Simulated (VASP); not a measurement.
# Ti2Al6H in VASP: single point with PBE+D3(BJ)

Aim: the single point of Ti2Al6H with PBE+D3(BJ).

All numbers are computed with VASP 6.6.1; they aren't measurements. Logs are shortened: lines on timing, memory, paths and dates and some standing lists are left out, and cuts for length are marked.

## (1) The cell of the first run

The cell holds a slab with vacuum, 9 atoms: a = 5.024 Å, b = 5.024 Å, c = 21.219 Å, α = 90.00°, β = 90.00°, γ = 64.55°.

## (2) Single point, PBE+D3(BJ)

INCAR reads:

```
PREC = Accurate
ENCUT = 520
EDIFF = 1E-7
ISMEAR = 0
SIGMA = 0.1
LREAL = F
LASPH = T
NELM = 100
ALGO = Normal
ISIF = 2
LWAVE = F
LCHARG = F
LDIPOL = T
IDIPOL = 3
DIPOL = 0.5 0.5 0.308
GGA = PE
IVDW = 12
NBANDS = 32
```

KPOINTS reads:

```
Automatic mesh
0
Gamma
  6 6 1
```

POSCAR reads:

```
Ti2Al6H
1.0
    5.0241861190      0.0000000000      0.0000000000
    2.1588814530      4.5367033218      0.0000000000
    0.0000000000      0.0000000000     21.2187109014
Al Ti H
6 2 1
Direct
    0.5000000000      0.0000000000      0.1885128658
    0.0000000000      0.5000000000      0.1885128658
    0.0000000000      0.0000000000      0.2517328341
    0.0000000000      0.5000000000      0.3193548961
    0.5000000000      0.0000000000      0.3193548961
    0.5000000000      0.5000000000      0.3826203646
    0.5000000000      0.5000000000      0.2517328341
    0.0000000000      0.0000000000      0.3797002555
    0.5000000000      1.0000000000      0.4863024408
```

Potentials or basis: VASP PAW PBE potentials, release 64 (Al, Ti_sv, H).

Started as:

```bash
$ cat potpaw_PBE.64/Al/POTCAR potpaw_PBE.64/Ti_sv/POTCAR potpaw_PBE.64/H/POTCAR > POTCAR
$ mpirun -np 1 vasp_std > vasp.out
```

OUTCAR:

```text
PREC = Accurate
   ENCUT = 520
   EDIFF = 1E-7
   ISMEAR = 0
   LREAL = F
   LASPH = T
   NELM = 100
   ISIF = 2
   GGA = PE
   IVDW = 12
 IVDW          = 12

 ion  position               nearest neighbor table
   1  0.500  0.000  0.189-   2 2.68   2 2.68   5 2.78   7 2.85   7 2.85   3 2.85   3 2.85
   2  0.000  0.500  0.189-   1 2.68   1 2.68   4 2.78   3 2.85   3 2.85   7 2.85   7 2.85
   3  0.000  0.000  0.252-   7 2.68   7 2.68   8 2.72   2 2.85   2 2.85   1 2.85   1 2.85   4 2.89
                             4 2.89   5 2.89   5 2.89
   4  0.000  0.500  0.319-   5 2.68   5 2.68   2 2.78   8 2.82   8 2.82   6 2.85   6 2.85   3 2.89
                             3 2.89   7 2.89   7 2.89
   5  0.500  0.000  0.319-   4 2.68   4 2.68   1 2.78   8 2.82   8 2.82   6 2.85   6 2.85   7 2.89
                             7 2.89   3 2.89   3 2.89
   6  0.500  0.500  0.383-   8 2.68   8 2.68   7 2.78   5 2.85   5 2.85   4 2.85   4 2.85
   7  0.500  0.500  0.252-   3 2.68   3 2.68   6 2.78   1 2.85   1 2.85   2 2.85   2 2.85   5 2.89
                             5 2.89   4 2.89   4 2.89
   8  0.000  0.000  0.380-   6 2.68   6 2.68   3 2.72   4 2.82   4 2.82   5 2.82   5 2.82
   9  0.500  0.000  0.486-

  LATTYP: Found a base centered orthorhombic cell.
 ALAT       =     5.3657849248
 B/A-ratio  =     1.5833231892
 C/A-ratio  =     3.9544467769

  Lattice vectors:

 A1 = (  -2.1588814530,  -4.5367033218,   0.0000000000)
 A2 = (   5.0241861190,   0.0000000000,   0.0000000000)
 A3 = (   0.0000000000,   0.0000000000,  21.2187109014)

Analysis of symmetry for initial positions (statically):
=====================================================================
 Subroutine PRICEL returns:
 Original cell was already a primitive cell.

 Routine SETGRP: Setting up the symmetry group for a
 base centered orthorhombic supercell.

 Subroutine GETGRP returns: Found  2 space group operations
 (whereof  2 operations were pure point group operations)
 out of a pool of  8 trial point group operations.

The static configuration has the point symmetry C_2 .

Analysis of symmetry for dynamics (positions and initial velocities):
=====================================================================
 Subroutine PRICEL returns:
 Original cell was already a primitive cell.

 Routine SETGRP: Setting up the symmetry group for a
 base centered orthorhombic supercell.

 Subroutine GETGRP returns: Found  2 space group operations
 (whereof  2 operations were pure point group operations)
 out of a pool of  8 trial point group operations.

The dynamic configuration has the point symmetry C_2 .

 Subroutine INISYM returns: Found  2 space group operations
 (whereof  2 operations are pure point group operations),
 and found     1 'primitive' translations

----------------------------------------------------------------------------------------

                                     Primitive cell

  volume of cell :     483.6432

  direct lattice vectors                    reciprocal lattice vectors
     5.024186119  0.000000000  0.000000000     0.199037212 -0.094715858  0.000000000
     2.158881453  4.536703322  0.000000000     0.000000000  0.220424376  0.000000000
     0.000000000  0.000000000 21.218710901     0.000000000  0.000000000  0.047128216

  length of vectors
     5.024186119  5.024186119 21.218710901     0.220424376  0.220424376  0.047128216

  position of ions in fractional coordinates (direct lattice)
     0.500000000  0.000000000  0.188512866
     1.000000000  0.500000000  0.188512866
     0.000000000  0.000000000  0.251732834
     1.000000000  0.500000000  0.319354896
     0.500000000  0.000000000  0.319354896
     0.500000000  0.500000000  0.382620365
     0.500000000  0.500000000  0.251732834
     0.000000000  0.000000000  0.379700255
     0.500000000  0.000000000  0.486302441

  ion indices of the primitive-cell ions
   primitive index   ion index
                 1           1
                 2           2
                 3           3
                 4           4
                 5           5
                 6           6
                 7           7
                 8           8
                 9           9

----------------------------------------------------------------------------------------

 KPOINTS: Automatic mesh

Automatic generation of k-mesh.
 Grid dimensions read from file:
 generate k-points for:    6    6    1

 Generating k-lattice:

  Cartesian coordinates                     Fractional coordinates (reciprocal lattice)
     0.033172869 -0.015785976  0.000000000     0.166666667 -0.000000000  0.000000000
     0.000000000  0.036737396  0.000000000     0.000000000  0.166666667  0.000000000
     0.000000000  0.000000000  0.047128216     0.000000000  0.000000000  1.000000000

  Length of vectors
     0.036737396  0.036737396  0.047128216

  Shift w.r.t. Gamma in fractional coordinates (k-lattice)
     0.000000000  0.000000000  0.000000000

 Subroutine IBZKPT returns following result:
 ===========================================

 Found     20 irreducible k-points:

 Following reciprocal coordinates:
            Coordinates               Weight
  0.000000  0.000000  0.000000      1.000000
  0.166667  0.000000  0.000000      2.000000
  0.000000 -0.166667  0.000000      2.000000
  0.333333  0.000000  0.000000      2.000000
  0.000000 -0.333333  0.000000      2.000000
  0.500000  0.000000  0.000000      1.000000
[... 12 lines left out ...]
 -0.333333  0.333333  0.000000      2.000000
  0.500000  0.500000  0.000000      1.000000
   k-points           NKPTS =     20   k-points in BZ     NKDIM =     20   number of bands    NBANDS=     32
   number of dos      NEDOS =    301   number of ions     NIONS =      9
   total plane-waves  NPLWV = 256000
   dimension x,y,z NGX =    40 NGY =   40 NGZ =  160
   dimension x,y,z NGXF=    80 NGYF=   80 NGZF=  320
   ions per type =               6   2   1
   NGX,Y,Z   is equivalent  to a cutoff of  13.24, 13.24, 12.54 a.u.
   NGXF,Y,Z  is equivalent  to a cutoff of  26.47, 26.47, 25.07 a.u.
 SYSTEM =  unknown system
   PREC   = accura    normal or accurate (medium, high low for compatibility)
   ISTART =      0    job   : 0-new  1-cont  2-samecut
   ICHARG =      2    charge: 1-file 2-atom 10-const
   ISPIN  =      1    spin polarized calculation?
   LNONCOLLINEAR =      F non collinear calculations
   LSORBIT =      F    spin-orbit coupling
   LASPH  =      T    aspherical Exc in radial PAW
   ENCUT  =  520.0 eV  38.22 Ry    6.18 a.u.   9.34  9.34 39.45*2*pi/ulx,y,z
   NELM   =    100;   NELMIN=  2; NELMDL= -5     # of ELM steps
   EDIFF  = 0.1E-06   stopping-criterion for ELM
   LREAL  =      F    real-space projection
   EDIFFG = 0.1E-05   stopping-criterion for IOM
   NSW    =      0    number of steps for IOM
   IBRION =     -1    ionic relax: 0-MD 1-quasi-New 2-CG
   NFREE  =      0    steps in history (QN), initial steepest desc. (CG)
   ISIF   =      2    stress and relaxation
   ISYM   =      2    0-nonsym 1-usesym 2-fastsym
   POTIM  = 0.5000    time-step for ionic-motion
   TEBEG  =    0.0;   TEEND  =   0.0 temperature during run
   PSTRESS=    0.0 pullay stress
   NELECT =      43.0000    total number of electrons
   NUPDOWN=      -1.0000    fix difference up-down
   EMIN   =  10.00;   EMAX   =-10.00  energy-range for DOS
   EFERMI =   0.00;   METHOD = LEGACY
   ISMEAR =     0;   SIGMA  =   0.10  broadening in eV -4-tet -1-fermi 0-gaus
   EFERMI_NEDOS =   21; number of points for ismear=-14 and -15
   IALGO  =     38    algorithm
   IMIX   =      4    mixing-type and parameters
     AMIX     =   0.40;   BMIX     =  1.00
     AMIX_MAG =   1.60;   BMIX_MAG =  1.00
  volume/ion in A,a.u.               =      53.74       362.64
  Fermi-wavevector in a.u.,A,eV,Ry     =   0.730672  1.380770  7.263905  0.533882
  Thomas-Fermi vector in A             =   1.822700
   LORBIT       =      0    0 simple, 1 ext, 2 COOP (PROOUT), +10 PAW based schemes
   GGA     = PE    functional components
   LHFCALC =     F    Hartree Fock is set to
   AEXX    =    0.0000 exact exchange contribution
   IVDW    =    12    specifies the selected vdW correction
   LEPSILON=     F    determine dielectric tensor
   LRPA    =     F    only Hartree local field effects (RPA)
 non-spin polarized calculation
 Gauss-broadening in eV      SIGMA  =   0.10
  energy-cutoff  :      520.00
  volume of cell :      483.64
 maximum number of plane-waves:     13072
 NGX is ok and might be reduce to    40
   NGX = 19   NGY = 19   NGZ = 79

 dipolmoment           0.000000      0.000000     -0.049763 electrons x Angstroem

 number of electron      43.0000009 magnetization

 dipolmoment           0.000000      0.000000      0.188729 electrons x Angstroem

 Free energy of the ion-electron system (eV)
  ---------------------------------------------------
  ext. energy  EPLUGINS =         0.00000000
  ---------------------------------------------------
  free energy    TOTEN  =       -37.67292219 eV

  energy without entropy =      -37.64640781  energy(sigma->0) =      -37.65966500

 E-fermi :  -1.3167     XC(G=0):  -3.9897

 val. band max:       -1.3232258755   @ k =   0.0000  -0.1667   0.0000
 cond. band min:      -1.3101641668   @ k =   0.3333   0.0000   0.0000
 fundamental gap:      0.0130617087
 Fermi energy:        -1.3166602474

 k-point     1 :       0.0000    0.0000    0.0000
  band No.  band energies     occupation
      1     -58.3389      2.00000
      2     -57.9710      2.00000
      3     -34.7331      2.00000
      4     -34.6216      2.00000
      5     -34.4905      2.00000
      6     -34.3966      2.00000
[... 24 lines left out ...]
     31       1.2566      0.00000
     32       1.4992      0.00000
[... 634 lines left out ...]
      2     -57.9709      2.00000
      3     -34.7329      2.00000
      4     -34.6226      2.00000
      5     -34.4909      2.00000
      6     -34.3963      2.00000
[... 24 lines left out ...]
     31       1.8716      0.00000
     32       2.0719      0.00000

------------------------ aborting loop because EDIFF is reached ----------------------------------------

 vacuum level on the upper side and lower side of the slab       (xc-potential included)         0.688        -0.782

 Edisp (eV)   -2.05511

 E8    (eV) :    -0.9752

  FORCE on cell =-STRESS in cart. coord.  units (eV):
  Direction    XX          YY          ZZ          XY          YZ          ZX
  --------------------------------------------------------------------------------------
  -------------------------------------------------------------------------------------
  Total      -5.95367    -3.38540    -3.84541    -2.01687     0.00000     0.00000
  in kB     -19.72288   -11.21490   -12.73880    -6.68135     0.00000     0.00000
  external pressure =      -14.56 kB  Pullay stress =        0.00 kB

 VOLUME and BASIS-vectors are now :
 -----------------------------------------------------------------------------
  energy-cutoff  :      520.00
  volume of cell :      483.64
      direct lattice vectors                 reciprocal lattice vectors
     5.024186119  0.000000000  0.000000000     0.199037212 -0.094715858  0.000000000
     2.158881453  4.536703322  0.000000000     0.000000000  0.220424376  0.000000000
     0.000000000  0.000000000 21.218710901     0.000000000  0.000000000  0.047128216

 POSITION                                       TOTAL-FORCE (eV/Angst)
 -----------------------------------------------------------------------------------
      2.51209      0.00000      4.00000        -0.000000      0.000000      0.473492
      1.07944      2.26835      4.00000        -0.000000      0.000000      0.512077
      0.00000      0.00000      5.34145        -0.000000      0.000000     -0.576393
      1.07944      2.26835      6.77630        -0.000000      0.000000      0.075875
      2.51209      0.00000      6.77630        -0.000000      0.000000     -0.225783
      3.59153      2.26835      8.11871         0.000000      0.000000      0.402028
      3.59153      2.26835      5.34145        -0.000000      0.000000     -0.353472
      0.00000      0.00000      8.05675         0.000000      0.000000      0.821766
      2.51209      0.00000     10.31871        -0.000000      0.000000     -1.129591
 -----------------------------------------------------------------------------------
    total drift:                                0.000000      0.000000     -0.000178

  FREE ENERGIE OF THE ION-ELECTRON SYSTEM (eV)
  ---------------------------------------------------
  free  energy   TOTEN  =       -39.7280297967 eV

  energy  without entropy=      -39.7015154160  energy(sigma->0) =      -39.71477261

 vacuum level on the upper side and lower side of the slab         4.351         2.847
```

It took 6.7 min on 1 thread of Intel Xeon 6975P-C (Granite Rapids), shared host; peak memory 0.68 GiB.

What came out:

```yaml
Free_energy: -39.7280 eV
Largest_force: 1.130 eV/Å
Dispersion_energy_per_atom: -0.228 eV
```

Forces on the atoms (eV/Å):
```
Al   0.000  0.000  0.473
Al   0.000  0.000  0.512
Al   0.000  0.000 -0.576
Al   0.000  0.000  0.076
Al   0.000  0.000 -0.226
Al   0.000  0.000  0.402
Ti   0.000  0.000 -0.353
Ti   0.000  0.000  0.822
H    0.000  0.000 -1.130
```
